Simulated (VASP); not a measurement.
# Ti (P1) in VASP: further runs, part 2 of 2

VASP 6.6.1.

**5. Single point, LDA**

INCAR reads:

```
PREC = Accurate
ENCUT = 400
EDIFF = 1E-6
ISMEAR = -1
SIGMA = 0.08
LREAL = F
LASPH = T
NELM = 120
ALGO = Normal
ISIF = 2
LWAVE = F
LCHARG = T
LELF = T
LVHAR = T
NBANDS = 32
GGA_COMPAT = F
```

KPOINTS reads:

```
regular mesh
0
Gamma
  4 7 4
```

POSCAR reads:

```
Ti
1.0
    5.9000000000      0.0000000000      0.0000000000
   -1.4750000000      2.5547749412      0.0000000000
    0.0000000000      0.0000000000      4.6800000000
Ti
4
Direct
    0.1687103484      0.6356963088      0.2151461538
    0.6826433763      0.6877646918      0.2243470085
    0.3436399821      0.3724378945      0.7625910256
    0.8298638776      0.3002839850      0.7853194444
```

Potentials or basis: VASP PAW LDA potentials, release 64 (Ti_sv).

The run is started by

```
cat potpaw_LDA.64/Ti_sv/POTCAR > POTCAR
mpirun -np 1 vasp_std > vasp.out
```

OUTCAR:

```text
PREC = Accurate
   ENCUT = 400
   EDIFF = 1E-6
   ISMEAR = -1
   LREAL = F
   LASPH = T
   NELM = 120
   ISIF = 2

 ion  position               nearest neighbor table
   1  0.169  0.636  0.215-   3 2.64   4 2.65   2 2.83   3 2.83
   2  0.683  0.688  0.224-   4 2.58   4 2.70   3 2.77   1 2.83
   3  0.344  0.372  0.763-   1 2.64   2 2.77   4 2.81   1 2.83
   4  0.830  0.300  0.785-   2 2.58   1 2.65   2 2.70   3 2.81

  Warning from LATTYP: Monoclinic adjustment (A1->A3, A2->A1, A3->A2)!
  LATTYP: Found a simple orthorhombic cell.
 ALAT       =     2.9500000000
 B/A-ratio  =     1.5864406779
 C/A-ratio  =     1.7320508076

  Lattice vectors:

 A1 = (  -1.4750000000,   2.5547749412,   0.0000000000)
 A2 = (   0.0000000000,   0.0000000000,   4.6800000000)
 A3 = (   4.4250000000,   2.5547749412,   0.0000000000)

Analysis of symmetry for initial positions (statically):
=====================================================================
 Subroutine PRICEL returns:
 Original cell was already a primitive cell.

 Routine SETGRP: Setting up the symmetry group for a
 simple orthorhombic supercell.

 Subroutine GETGRP returns: Found  1 space group operations
 (whereof  1 operations were pure point group operations)
 out of a pool of  8 trial point group operations.

The static configuration has the point symmetry C_1 .

Analysis of symmetry for dynamics (positions and initial velocities):
=====================================================================
 Subroutine PRICEL returns:
 Original cell was already a primitive cell.

 Routine SETGRP: Setting up the symmetry group for a
 simple orthorhombic supercell.

 Subroutine GETGRP returns: Found  1 space group operations
 (whereof  1 operations were pure point group operations)
 out of a pool of  8 trial point group operations.

The dynamic configuration has the point symmetry C_1 .

 Subroutine INISYM returns: Found  1 space group operations
 (whereof  1 operations are pure point group operations),
 and found     1 'primitive' translations

----------------------------------------------------------------------------------------

                                     Primitive cell

  volume of cell :      70.5424

  direct lattice vectors                    reciprocal lattice vectors
     5.900000000  0.000000000  0.000000000     0.169491525  0.097855978  0.000000000
    -1.475000000  2.554774941  0.000000000     0.000000000  0.391423911  0.000000000
     0.000000000  0.000000000  4.680000000     0.000000000  0.000000000  0.213675214

  length of vectors
     5.900000000  2.950000000  4.680000000     0.195711956  0.391423911  0.213675214

  position of ions in fractional coordinates (direct lattice)
     0.168710348  0.635696309  0.215146154
     0.682643376  0.687764692  0.224347008
     0.343639982  0.372437895  0.762591026
     0.829863878  0.300283985  0.785319444

  ion indices of the primitive-cell ions
   primitive index   ion index
                 1           1
                 2           2
                 3           3
                 4           4

----------------------------------------------------------------------------------------

 KPOINTS: regular mesh
[... 42 lines left out ...]

 Found     58 irreducible k-points:

 Following reciprocal coordinates:
            Coordinates               Weight
  0.000000  0.000000  0.000000      1.000000
  0.250000 -0.000000  0.000000      2.000000
  0.500000 -0.000000  0.000000      1.000000
  0.000000  0.142857  0.000000      2.000000
  0.250000  0.142857  0.000000      2.000000
  0.500000  0.142857  0.000000      2.000000
[... 16 lines left out ...]
 -0.250000  0.142857  0.250000      2.000000
  0.000000  0.285714  0.250000      2.000000
 [... further k-points ...]
   k-points           NKPTS =     58   k-points in BZ     NKDIM =     58   number of bands    NBANDS=     32
   number of dos      NEDOS =    301   number of ions     NIONS =      4
   total plane-waves  NPLWV =  25600
   dimension x,y,z NGX =    40 NGY =   20 NGZ =   32
   dimension x,y,z NGXF=    80 NGYF=   40 NGZF=   64
   ions per type =               4
   NGX,Y,Z   is equivalent  to a cutoff of  11.27, 11.27, 11.37 a.u.
   NGXF,Y,Z  is equivalent  to a cutoff of  22.54, 22.54, 22.73 a.u.
 SYSTEM =  unknown system
   PREC   = accura    normal or accurate (medium, high low for compatibility)
   ISTART =      0    job   : 0-new  1-cont  2-samecut
   ICHARG =      2    charge: 1-file 2-atom 10-const
   ISPIN  =      1    spin polarized calculation?
   LNONCOLLINEAR =      F non collinear calculations
   LSORBIT =      F    spin-orbit coupling
   LASPH  =      T    aspherical Exc in radial PAW
   ENCUT  =  400.0 eV  29.40 Ry    5.42 a.u.   9.62  4.81  7.63*2*pi/ulx,y,z
   NELM   =    120;   NELMIN=  2; NELMDL= -5     # of ELM steps
   EDIFF  = 0.1E-05   stopping-criterion for ELM
   LREAL  =      F    real-space projection
   EDIFFG = 0.1E-04   stopping-criterion for IOM
   NSW    =      0    number of steps for IOM
   IBRION =     -1    ionic relax: 0-MD 1-quasi-New 2-CG
   NFREE  =      0    steps in history (QN), initial steepest desc. (CG)
   ISIF   =      2    stress and relaxation
   ISYM   =      2    0-nonsym 1-usesym 2-fastsym
   POTIM  = 0.5000    time-step for ionic-motion
   TEBEG  =    0.0;   TEEND  =   0.0 temperature during run
   PSTRESS=    0.0 pullay stress
   NELECT =      48.0000    total number of electrons
   NUPDOWN=      -1.0000    fix difference up-down
   EMIN   =  10.00;   EMAX   =-10.00  energy-range for DOS
   EFERMI =   0.00;   METHOD = LEGACY
   ISMEAR =    -1;   SIGMA  =   0.08  broadening in eV -4-tet -1-fermi 0-gaus
   EFERMI_NEDOS =   21; number of points for ismear=-14 and -15
   IALGO  =     38    algorithm
   IMIX   =      4    mixing-type and parameters
     AMIX     =   0.40;   BMIX     =  1.00
     AMIX_MAG =   1.60;   BMIX_MAG =  1.00
  volume/ion in A,a.u.               =      17.64       119.01
  Fermi-wavevector in a.u.,A,eV,Ry     =   1.439920  2.721055 28.209912  2.073370
  Thomas-Fermi vector in A             =   2.558722
   LORBIT       =      0    0 simple, 1 ext, 2 COOP (PROOUT), +10 PAW based schemes
   GGA     = CA    functional components
   LHFCALC =     F    Hartree Fock is set to
   AEXX    =    0.0000 exact exchange contribution
   IVDW    =     0    specifies the selected vdW correction
   LEPSILON=     F    determine dielectric tensor
   LRPA    =     F    only Hartree local field effects (RPA)
 non-spin polarized calculation
  energy-cutoff  :      400.00
  volume of cell :       70.54
 maximum number of plane-waves:      1297
 NGX is ok and might be reduce to    40
   NGX = 19   NGY =  9   NGZ = 15

 number of electron      47.9999989 magnetization

 Free energy of the ion-electron system (eV)
  ---------------------------------------------------
  ext. energy  EPLUGINS =         0.00000000
  ---------------------------------------------------
  free energy    TOTEN  =       -33.69064291 eV

  energy without entropy =      -33.58991966  energy(sigma->0) =      -33.64028128

 E-fermi :   7.9136     XC(G=0): -11.6764

 val. band max:        7.9126179565   @ k =   0.2500  -0.2857   0.2500
 cond. band min:       7.9138863192   @ k =   0.0000   0.2857   0.5000
 fundamental gap:      0.0012683626
 Fermi energy:         7.9135620227

 k-point     1 :       0.0000    0.0000    0.0000
  band No.  band energies     occupation
      1     -48.2615      2.00000
      2     -48.1315      2.00000
      3     -48.0877      2.00000
      4     -48.0241      2.00000
      5     -25.2714      2.00000
      6     -25.1195      2.00000
[... 829 lines left out ...]
     31       9.7786      0.00000
     32      10.2058      0.00000

 [... further k-points ...]

------------------------ aborting loop because EDIFF is reached ----------------------------------------

  FORCE on cell =-STRESS in cart. coord.  units (eV):
  Direction    XX          YY          ZZ          XY          YZ          ZX
  --------------------------------------------------------------------------------------
  -------------------------------------------------------------------------------------
  Total       -3.6887202     -3.5901033     -2.3872755     -0.1423770     -0.0773600     -0.1149715
  in kB      -83.7791176    -81.5393062    -54.2203860     -3.2337004     -1.7570186     -2.6112612
  external PRESSURE =     -73.1796032 kB  Pullay stress =       0.0000000 kB

 VOLUME and BASIS-vectors are now :
 -----------------------------------------------------------------------------
  energy-cutoff  :      400.00
  volume of cell :       70.54
      direct lattice vectors                 reciprocal lattice vectors
     5.900000000  0.000000000  0.000000000     0.169491525  0.097855978  0.000000000
    -1.475000000  2.554774941  0.000000000     0.000000000  0.391423911  0.000000000
     0.000000000  0.000000000  4.680000000     0.000000000  0.000000000  0.213675214

 POSITION                                       TOTAL-FORCE (eV/Angst)
 -----------------------------------------------------------------------------------
      0.05774      1.62406      1.00688         0.051229      0.733885      0.900713
      3.01314      1.75708      1.04994        -0.196475     -0.734469      1.241478
      1.47813      0.95150      3.56893         0.200039     -0.620797     -0.677659
      4.45328      0.76716      3.67529        -0.054793      0.621381     -1.464532
 -----------------------------------------------------------------------------------
    total drift:                               -0.000036      0.000287      0.000292

  FREE ENERGIE OF THE ION-ELECTRON SYSTEM (eV)
  ---------------------------------------------------
  free  energy   TOTEN  =       -33.6906429134 eV

  energy  without entropy=      -33.5899196553  energy(sigma->0) =      -33.64028128
```

OSZICAR:

```text
N       E                     dE             d eps       ncg     rms          rms(c)
DAV:   1     0.561142683535E+03    0.56114E+03   -0.21396E+04  3744   0.159E+03
DAV:   2     0.370891692083E+02   -0.52405E+03   -0.51085E+03  3760   0.504E+02
DAV:   3    -0.311319476984E+02   -0.68221E+02   -0.65368E+02  6288   0.153E+02
DAV:   4    -0.375891706695E+02   -0.64572E+01   -0.64021E+01  5216   0.459E+01
DAV:   5    -0.379625939978E+02   -0.37342E+00   -0.37325E+00  5840   0.935E+00    0.166E+01
DAV:   6    -0.337877536135E+02    0.41748E+01   -0.14998E+01  4648   0.341E+01    0.464E+00
DAV:   7    -0.344572408288E+02   -0.66949E+00   -0.56334E+00  5448   0.248E+01    0.780E+00
DAV:   8    -0.336690100199E+02    0.78823E+00   -0.29475E+00  5600   0.116E+01    0.271E+00
DAV:   9    -0.337173246144E+02   -0.48315E-01   -0.54060E-01  5192   0.793E+00    0.263E+00
DAV:  10    -0.336972502041E+02    0.20074E-01   -0.33794E-01  5088   0.670E+00    0.694E-01
DAV:  11    -0.336997999166E+02   -0.25497E-02   -0.11496E-01  5376   0.438E+00    0.822E-01
DAV:  12    -0.336902001602E+02    0.95998E-02   -0.42565E-02  5352   0.272E+00    0.185E-01
DAV:  13    -0.336905550899E+02   -0.35493E-03   -0.36784E-03  5272   0.551E-01    0.916E-02
DAV:  14    -0.336906481721E+02   -0.93082E-04   -0.51691E-04  5656   0.189E-01    0.190E-02
DAV:  15    -0.336906437078E+02    0.44643E-05   -0.60250E-05  5640   0.648E-02    0.114E-02
DAV:  16    -0.336906429134E+02    0.79433E-06   -0.87724E-06  4416   0.259E-02
   1 F= -.33690643E+02 E0= -.33640281E+02  d E =-.100723E+00
```

Wall time 1.7 min (1 thread of Intel Xeon 6975P-C, shared host); peak memory 0.19 GiB.

Results:

- Free energy: -33.6906 eV
- Pressure: -7.3 GPa
- Largest force: 1.592 eV/Å
- Band gap on the k mesh: zero (band 24 reaches 8.34 eV, above the bottom of band 25 at 7.66 eV)

Forces in eV/Å, atoms in the order of the input:
```
Ti   0.051  0.734  0.901
Ti  -0.196 -0.734  1.241
Ti   0.200 -0.621 -0.678
Ti  -0.055  0.621 -1.465
```

Stress tensor (GPa, compression positive):
```
-8.38 -0.32 -0.26
-0.32 -8.15 -0.18
-0.26 -0.18 -5.42
```

Caveat: forces of over 1 eV/Å act on the atoms, so gaps and moduli don't describe the material at rest.
